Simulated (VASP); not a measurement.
# HfB3N (P3m1) in VASP: notebook

Runs on HfB3N. Level: PBE. Tasks: single point.

Program: VASP 6.6.1. These are calculated values, not measurements. Logs are shortened: lines on timing, memory, paths and dates and some standing lists are left out, and cuts for length are marked.

**1. The cell of the first run**

It takes space group P3m1 (No. 156, trigonal). Conventional cell: a = 2.909 Å, b = 2.909 Å, c = 6.749 Å, α = 90.00°, β = 90.00°, γ = 120.00°. Within 3.2 Å of Hf (site symmetry 3m) lie 9 B at 2.42 to 2.59 Å and 3 N at 2.58 Å and 6 Hf at 2.91 Å. Within 2.2 Å of B (site symmetry 3m) lie 3 N at 1.68 Å. B (site symmetry 3m) has 3 B at 1.68 Å within 2.2 Å. B (site symmetry 3m) has 3 B at 1.68 Å within 2.2 Å. Within 2.2 Å of N (site symmetry 3m) lie 3 B at 1.68 Å.

**2. Single point, PBE**

Contents of INCAR:

```
  ALGO = Normal
  EDIFF = 1E-6
  ENCUT = 600
  GGA = PE
  GGA_COMPAT = False
  ISIF = 2
  ISMEAR = 0
  LASPH = True
  LCHARG = False
  LREAL = False
  LWAVE = False
  NBANDS = 20
  NELM = 120
  PREC = Accurate
  SIGMA = 0.2
```

Contents of KPOINTS:

```
k-points
0
Gamma
  6 6 3
```

Contents of POSCAR:

```
HfB3N
1.0
    2.9087520113      0.0000000000      0.0000000000
   -1.4543760057      2.5190531351      0.0000000000
    0.0000000000      0.0000000000      6.7494419107
Hf B N
1 3 1
Direct
    0.3333333333      0.6666666667      0.0126927449
    0.6666666667      0.3333333333      0.7206160808
    0.6666666667      0.3333333333      0.2735780199
    0.0000000000      0.0000000000      0.2710495592
    0.0000000000      0.0000000000      0.7220635952
```

Potentials or basis: VASP PAW PBE potentials, release 64 (Hf_pv, B, N).

Run with:

```bash
> cat potpaw_PBE.64/Hf_pv/POTCAR potpaw_PBE.64/B/POTCAR potpaw_PBE.64/N/POTCAR > POTCAR
> mpirun -np 1 vasp_std > vasp.out
```

OUTCAR:

```text
EDIFF = 1E-6
   ENCUT = 600
   GGA = PE
   ISIF = 2
   ISMEAR = 0
   LASPH = True
   LREAL = False
   NELM = 120
   PREC = Accurate

 ion  position               nearest neighbor table
   1  0.333  0.667  0.013-   4 2.42   4 2.42   4 2.42   3 2.43   3 2.43   3 2.43   5 2.58   5 2.58
                             5 2.58   2 2.59   2 2.59   2 2.59
   2  0.667  0.333  0.721-   5 1.68   5 1.68   5 1.68   1 2.59   1 2.59   1 2.59
   3  0.667  0.333  0.274-   4 1.68   4 1.68   4 1.68   1 2.43   1 2.43   1 2.43
   4  0.000  0.000  0.271-   3 1.68   3 1.68   3 1.68   1 2.42   1 2.42   1 2.42
   5  0.000  0.000  0.722-   2 1.68   2 1.68   2 1.68   1 2.58   1 2.58   1 2.58

  LATTYP: Found a hexagonal cell.
 ALAT       =     2.9087520113
 C/A-ratio  =     2.3203909733

  Lattice vectors:

 A1 = (   2.9087520113,   0.0000000000,   0.0000000000)
 A2 = (  -1.4543760057,   2.5190531351,   0.0000000000)
 A3 = (   0.0000000000,   0.0000000000,   6.7494419107)

Analysis of symmetry for initial positions (statically):
=====================================================================
 Subroutine PRICEL returns:
 Original cell was already a primitive cell.

 Routine SETGRP: Setting up the symmetry group for a
 hexagonal supercell.

 Subroutine GETGRP returns: Found  6 space group operations
 (whereof  6 operations were pure point group operations)
 out of a pool of 24 trial point group operations.

The static configuration has the point symmetry C_3v.

Analysis of symmetry for dynamics (positions and initial velocities):
=====================================================================
 Subroutine PRICEL returns:
 Original cell was already a primitive cell.

 Routine SETGRP: Setting up the symmetry group for a
 hexagonal supercell.

 Subroutine GETGRP returns: Found  6 space group operations
 (whereof  6 operations were pure point group operations)
 out of a pool of 24 trial point group operations.

The dynamic configuration has the point symmetry C_3v.

 Subroutine INISYM returns: Found  6 space group operations
 (whereof  6 operations are pure point group operations),
 and found     1 'primitive' translations

----------------------------------------------------------------------------------------

                                     Primitive cell

  volume of cell :      49.4552

  direct lattice vectors                    reciprocal lattice vectors
     2.908752011  0.000000000  0.000000000     0.343790050  0.198487278  0.000000000
    -1.454376006  2.519053135  0.000000000     0.000000000  0.396974556  0.000000000
     0.000000000  0.000000000  6.749441911     0.000000000  0.000000000  0.148160398

  length of vectors
     2.908752011  2.908752011  6.749441911     0.396974556  0.396974556  0.148160398

  position of ions in fractional coordinates (direct lattice)
     0.333333333  0.666666667  0.012692745
     0.666666667  0.333333333  0.720616081
     0.666666667  0.333333333  0.273578020
     0.000000000  0.000000000  0.271049559
     0.000000000  0.000000000  0.722063595

  ion indices of the primitive-cell ions
   primitive index   ion index
                 1           1
                 2           2
                 3           3
                 4           4
                 5           5

----------------------------------------------------------------------------------------

 KPOINTS: k-points

Automatic generation of k-mesh.
 Grid dimensions read from file:
 generate k-points for:    6    6    3

 Generating k-lattice:

  Cartesian coordinates                     Fractional coordinates (reciprocal lattice)
     0.057298342  0.033081213  0.000000000     0.166666667  0.000000000  0.000000000
     0.000000000  0.066162426  0.000000000     0.000000000  0.166666667  0.000000000
     0.000000000  0.000000000  0.049386799     0.000000000  0.000000000  0.333333333

  Length of vectors
     0.066162426  0.066162426  0.049386799

  Shift w.r.t. Gamma in fractional coordinates (k-lattice)
     0.000000000  0.000000000  0.000000000

 Subroutine IBZKPT returns following result:
 ===========================================

 Found     17 irreducible k-points:

 Following reciprocal coordinates:
            Coordinates               Weight
  0.000000  0.000000  0.000000      1.000000
  0.166667  0.000000  0.000000      6.000000
  0.333333  0.000000  0.000000      6.000000
  0.500000  0.000000  0.000000      3.000000
  0.166667  0.166667  0.000000      6.000000
  0.333333  0.166667  0.000000     12.000000
[... 9 lines left out ...]
 -0.166667  0.500000  0.333333     12.000000
  0.333333  0.333333  0.333333      4.000000
   k-points           NKPTS =     17   k-points in BZ     NKDIM =     17   number of bands    NBANDS=     20
   number of dos      NEDOS =    301   number of ions     NIONS =      5
   total plane-waves  NPLWV =  31104
   dimension x,y,z NGX =    24 NGY =   24 NGZ =   54
   dimension x,y,z NGXF=    48 NGYF=   48 NGZF=  108
   ions per type =               1   3   1
   NGX,Y,Z   is equivalent  to a cutoff of  13.72, 13.72, 13.30 a.u.
   NGXF,Y,Z  is equivalent  to a cutoff of  27.43, 27.43, 26.60 a.u.
 SYSTEM =  unknown system
   PREC   = accura    normal or accurate (medium, high low for compatibility)
   ISTART =      0    job   : 0-new  1-cont  2-samecut
   ICHARG =      2    charge: 1-file 2-atom 10-const
   ISPIN  =      1    spin polarized calculation?
   LNONCOLLINEAR =      F non collinear calculations
   LSORBIT =      F    spin-orbit coupling
   LASPH  =      T    aspherical Exc in radial PAW
   ENCUT  =  600.0 eV  44.10 Ry    6.64 a.u.   5.81  5.81 13.48*2*pi/ulx,y,z
   NELM   =    120;   NELMIN=  2; NELMDL= -5     # of ELM steps
   EDIFF  = 0.1E-05   stopping-criterion for ELM
   LREAL  =      F    real-space projection
   EDIFFG = 0.1E-04   stopping-criterion for IOM
   NSW    =      0    number of steps for IOM
   IBRION =     -1    ionic relax: 0-MD 1-quasi-New 2-CG
   NFREE  =      0    steps in history (QN), initial steepest desc. (CG)
   ISIF   =      2    stress and relaxation
   ISYM   =      2    0-nonsym 1-usesym 2-fastsym
   POTIM  = 0.5000    time-step for ionic-motion
   TEBEG  =    0.0;   TEEND  =   0.0 temperature during run
   PSTRESS=    0.0 pullay stress
   NELECT =      24.0000    total number of electrons
   NUPDOWN=      -1.0000    fix difference up-down
   EMIN   =  10.00;   EMAX   =-10.00  energy-range for DOS
   EFERMI =   0.00;   METHOD = LEGACY
   ISMEAR =     0;   SIGMA  =   0.20  broadening in eV -4-tet -1-fermi 0-gaus
   EFERMI_NEDOS =   21; number of points for ismear=-14 and -15
   IALGO  =     38    algorithm
   IMIX   =      4    mixing-type and parameters
     AMIX     =   0.40;   BMIX     =  1.00
     AMIX_MAG =   1.60;   BMIX_MAG =  1.00
  volume/ion in A,a.u.               =       9.89        66.75
  Fermi-wavevector in a.u.,A,eV,Ry     =   1.286495  2.431122 22.518570  1.655068
  Thomas-Fermi vector in A             =   2.418566
   LORBIT       =      0    0 simple, 1 ext, 2 COOP (PROOUT), +10 PAW based schemes
   GGA     = PE    functional components
   LHFCALC =     F    Hartree Fock is set to
   AEXX    =    0.0000 exact exchange contribution
   IVDW    =     0    specifies the selected vdW correction
   LEPSILON=     F    determine dielectric tensor
   LRPA    =     F    only Hartree local field effects (RPA)
 non-spin polarized calculation
 Gauss-broadening in eV      SIGMA  =   0.20
  energy-cutoff  :      600.00
  volume of cell :       49.46
 maximum number of plane-waves:      1664
 NGX is ok and might be reduce to    24
   NGX = 11   NGY = 11   NGZ = 27

 number of electron      24.0000002 magnetization

 Free energy of the ion-electron system (eV)
  ---------------------------------------------------
  ext. energy  EPLUGINS =         0.00000000
  ---------------------------------------------------
  free energy    TOTEN  =       -38.43605988 eV

  energy without entropy =      -38.41224122  energy(sigma->0) =      -38.42415055

 E-fermi :   5.8991     XC(G=0): -11.5571

 val. band max:        5.8491078557   @ k =   0.3333   0.3333   0.3333
 cond. band min:       5.9444979838   @ k =   0.3333   0.3333   0.0000
 fundamental gap:      0.0953901281
 Fermi energy:         5.8991292283

 k-point     1 :       0.0000    0.0000    0.0000
  band No.  band energies     occupation
      1     -24.7972      2.00000
      2     -23.7183      2.00000
      3     -23.7183      2.00000
      4     -13.2640      2.00000
      5      -5.5468      2.00000
      6      -2.3542      2.00000
[... 12 lines left out ...]
     19      11.6042      0.00000
     20      11.6042      0.00000

 k-point     2 :       0.1667    0.0000    0.0000
  band No.  band energies     occupation
      1     -24.7195      2.00000
      2     -24.1107      2.00000
      3     -23.8026      2.00000
      4     -12.9063      2.00000
      5      -5.0613      2.00000
      6      -1.7594      2.00000
[... 12 lines left out ...]
     19      12.0092      0.00000
     20      13.0165      0.00000

 k-point     3 :       0.3333    0.0000    0.0000
  band No.  band energies     occupation
      1     -24.8305      2.00000
      2     -24.5606      2.00000
      3     -23.9670      2.00000
      4     -12.0314      2.00000
      5      -4.3425      2.00000
      6      -3.4660      2.00000
[... 12 lines left out ...]
     19      12.2908      0.00000
     20      14.5973      0.00000

 k-point     4 :       0.5000    0.0000    0.0000
  band No.  band energies     occupation
      1     -25.1638      2.00000
      2     -24.4793      2.00000
      3     -24.0472      2.00000
      4     -11.4353      2.00000
      5      -5.4330      2.00000
      6      -2.2360      2.00000
[... 268 lines left out ...]
 k-point    16 :      -0.1667    0.5000    0.3333
  band No.  band energies     occupation
      1     -24.9881      2.00000
      2     -24.4800      2.00000
      3     -24.2521      2.00000
      4     -11.4619      2.00000
      5      -4.8532      2.00000
      6      -2.7686      2.00000
[... 12 lines left out ...]
     19      13.7998      0.00000
     20      14.3662      0.00000

 k-point    17 :       0.3333    0.3333    0.3333
  band No.  band energies     occupation
      1     -24.7426      2.00000
      2     -24.7320      2.00000
      3     -24.4396      2.00000
      4     -11.1328      2.00000
      5      -4.7035      2.00000
      6      -3.7835      2.00000
[... 12 lines left out ...]
     19      13.5900      0.00000
     20      14.7650      0.00000

------------------------ aborting loop because EDIFF is reached ----------------------------------------

  FORCE on cell =-STRESS in cart. coord.  units (eV):
  Direction    XX          YY          ZZ          XY          YZ          ZX
  --------------------------------------------------------------------------------------
  -------------------------------------------------------------------------------------
  Total       -0.3566976     -0.3566976     -0.1978061      0.0000000      0.0000000     -0.0000000
  in kB      -11.5557700    -11.5557700     -6.4082346      0.0000000      0.0000000     -0.0000000
  external PRESSURE =      -9.8399248 kB  Pullay stress =       0.0000000 kB

 VOLUME and BASIS-vectors are now :
 -----------------------------------------------------------------------------
  energy-cutoff  :      600.00
  volume of cell :       49.46
      direct lattice vectors                 reciprocal lattice vectors
     2.908752011  0.000000000  0.000000000     0.343790050  0.198487278  0.000000000
    -1.454376006  2.519053135  0.000000000     0.000000000  0.396974556  0.000000000
     0.000000000  0.000000000  6.749441911     0.000000000  0.000000000  0.148160398

 POSITION                                       TOTAL-FORCE (eV/Angst)
 -----------------------------------------------------------------------------------
     -0.00000      1.67937      0.08567         0.000000      0.000000     -0.081205
      1.45438      0.83968      4.86376        -0.000000     -0.000000      0.047392
      1.45438      0.83968      1.84650         0.000000      0.000000     -0.043894
      0.00000      0.00000      1.82943         0.000000      0.000000      0.032004
      0.00000      0.00000      4.87353        -0.000000      0.000000      0.045704
 -----------------------------------------------------------------------------------
    total drift:                               -0.000000      0.000000      0.001057

  FREE ENERGIE OF THE ION-ELECTRON SYSTEM (eV)
  ---------------------------------------------------
  free  energy   TOTEN  =       -38.4360598805 eV

  energy  without entropy=      -38.4122412199  energy(sigma->0) =      -38.42415055
```

Wall time 21 s (1 thread of Intel Xeon Platinum 8375C at 2.90GHz (Ice Lake), shared host); peak memory 0.18 GiB.

What came out:

* Free energy: -38.4361 eV
* Pressure: -1.0 GPa
* Largest force: 0.081 eV/Å
* Band gap on the k mesh: zero (bands 12 and 13 overlap by 0.10 eV)

Forces in eV/Å, atoms in the order of the input:
```
Hf   0.000  0.000 -0.081
B    0.000  0.000  0.047
B    0.000  0.000 -0.044
B    0.000  0.000  0.032
N    0.000  0.000  0.046
```

Caveat: the k points lie up to 0.42 Å⁻¹ apart; spin-orbit coupling is left out, which moves the levels of the heavy elements; this functional lacks dispersion, which binds the layers, so the pressure and a relaxed spacing across them are unreliable.

**3. Single point, PBE**

This run uses another cell than the first one, of 12.21 Å³/atom.

Contents of INCAR:

```
PREC = Accurate ; ENCUT = 600
EDIFF = 1E-6 ; ISMEAR = 0
SIGMA = 0.2 ; LREAL = False
LASPH = True ; NELM = 120
ALGO = Normal ; ISIF = 2
LWAVE = False ; LCHARG = False
GGA = PE ; NBANDS = 20
GGA_COMPAT = False
```

Contents of KPOINTS:

```
regular mesh
0
Gamma
  6 6 3
```

Contents of POSCAR:

```
HfB3N
1.0
    3.4161661687      0.0000000000      0.0000000000
   -1.7080830843      2.9584866856      0.0000000000
    0.0000000000      0.0000000000      6.0427434023
Hf B N
1 3 1
Direct
    0.0000000000      0.0000000000     -0.0053833126
    0.5022328537      0.4977671463      0.3262293301
    0.5022328537      0.0044657075      0.3262293301
   -0.0044657075      0.4977671463      0.3262293301
    0.3333333333      0.6666666667      0.8866953224
```

Potentials or basis: VASP PAW PBE potentials, release 64 (Hf_pv, B, N).

Run with:

```bash
> cat potpaw_PBE.64/Hf_pv/POTCAR potpaw_PBE.64/B/POTCAR potpaw_PBE.64/N/POTCAR > POTCAR
> mpirun -np 1 vasp_std > vasp.out
```

It took 30 s on 1 thread of Intel Xeon Platinum 8375C at 2.90GHz (Ice Lake), shared host; peak memory 0.19 GiB.

It converged, with:

```yaml
Free_energy: -39.5269 eV
Pressure: -0.6 GPa
Largest_force: 0.063 eV/Å
Band_gap_on_the_k_mesh: zero (bands 12 and 13 overlap by 0.31 eV)
```

Forces in eV/Å, atoms in the order of the input:
```
Hf   0.000  0.000 -0.025
B    0.012 -0.007 -0.013
B    0.000  0.014 -0.013
B   -0.012 -0.007 -0.013
N    0.000  0.000  0.063
```

Stress tensor (GPa, compression positive):
```
-0.83  0.00  0.00
 0.00 -0.83  0.00
 0.00  0.00 -0.23
```

Levels at points of the mesh, in eV from the Fermi level:
```csv
k point,band 9,band 10,band 11,band 12,band 13,band 14,band 15,band 16
"(0.00, 0.00, 0.00)",-4.15,-2.29,-2.13,-2.13,2.68,2.68,3.13,4.41
"(0.50, 0.00, 0.00)",-3.57,-3.13,-2.35,-1.59,0.70,3.39,3.41,3.66
```

Caveat: spin-orbit coupling is left out, which moves the levels of the heavy elements.

**4. Single point, PBE**

This run uses another cell than the first one, of 12.21 Å³/atom.

Contents of INCAR:

```
  PREC = Accurate
  ENCUT = 600
  EDIFF = 1E-6
  ISMEAR = 0
  SIGMA = 0.1
  LREAL = F
  LASPH = T
  NELM = 120
  ALGO = Normal
  ISIF = 2
  LWAVE = F
  LCHARG = F
  GGA = PE
  NBANDS = 20
  GGA_COMPAT = F
```

Contents of KPOINTS:

```
Automatic mesh
0
Gamma
  6 6 4
```

Contents of POSCAR:

```
HfB3N
1.0
    3.4161661687      0.0000000000      0.0000000000
   -1.7080830843      2.9584866856      0.0000000000
    0.0000000000      0.0000000000      6.0427434023
Hf B N
1 3 1
Direct
    0.0000000000      0.0000000000      0.9946166874
    0.5022328537      0.4977671463      0.3262293301
    0.5022328537      0.0044657075      0.3262293301
    0.9955342925      0.4977671463      0.3262293301
    0.3333333333      0.6666666667      0.8866953224
```

Run with:

```bash
> cat potpaw_PBE.64/Hf_pv/POTCAR potpaw_PBE.64/B/POTCAR potpaw_PBE.64/N/POTCAR > POTCAR
> mpirun -np 1 vasp_std > vasp.out
```

Run time: 38 s. Hardware: 1 thread of Intel Xeon Platinum 8375C at 2.90GHz (Ice Lake), shared host; peak memory 0.2 GiB.

It converged, with:

```yaml
Free_energy: -39.5228 eV
Pressure: -0.6 GPa
Largest_force: 0.081 eV/Å
Band_gap_on_the_k_mesh: zero (bands 12 and 13 overlap by 0.44 eV)
```

Forces in eV/Å, atoms in the order of the input:
```
Hf   0.000  0.000 -0.044
B    0.027 -0.016 -0.012
B    0.000  0.031 -0.012
B   -0.027 -0.016 -0.012
N    0.000  0.000  0.081
```

Stress tensor (GPa, compression positive):
```
-0.79  0.00  0.00
 0.00 -0.79  0.00
 0.00  0.00 -0.32
```

Levels at points of the mesh, in eV from the Fermi level:
| k point | band 10 | band 11 | band 12 | band 13 | band 14 | band 15 |
| --- | --- | --- | --- | --- | --- | --- |
| (0.00, 0.00, 0.00) | -2.34 | -2.17 | -2.17 | 2.63 | 2.63 | 3.08 |
| (0.50, 0.00, 0.00) | -3.18 | -2.40 | -1.64 | 0.65 | 3.34 | 3.36 |
| (0.00, 0.00, 0.50) | -3.39 | -2.19 | -2.19 | 2.63 | 2.63 | 3.92 |
| (0.50, 0.00, 0.50) | -3.27 | -2.29 | -1.62 | -0.04 | 2.73 | 3.51 |

Caveat: spin-orbit coupling is left out, which moves the levels of the heavy elements.

**5. Summary**

```csv
cell,k mesh,smearing,gap on the mesh (eV),pressure (GPa),largest force (eV/Å)
"a = 2.909, b = 2.909, c = 6.749 Å, angles 90.0, 90.0, 120.0°, 5 atoms, atomic positions A",6 × 6 × 3,gaussian 0.2 eV,none,-1.0,0.08
"a = 3.416, b = 3.416, c = 6.043 Å, angles 90.0, 90.0, 120.0°, 5 atoms, atomic positions B",6 × 6 × 3,gaussian 0.2 eV,none,-0.6,0.06
"a = 3.416, b = 3.416, c = 6.043 Å, angles 90.0, 90.0, 120.0°, 5 atoms, atomic positions B",6 × 6 × 4,gaussian 0.1 eV,none,-0.6,0.08
```

Alike in all rows: task single point; level PBE; potentials or basis VASP PAW PBE potentials, release 64 (Hf_pv, B, N); no spin polarisation; cutoff (eV) 600.

Caveats: some runs use coarse meshes; spin-orbit coupling is left out, which moves the levels of the heavy elements; this functional lacks dispersion, which binds the layers, so the pressure and a relaxed spacing across them are unreliable (at least some runs).

Absolute energies hang on the potentials; compare differences alone.
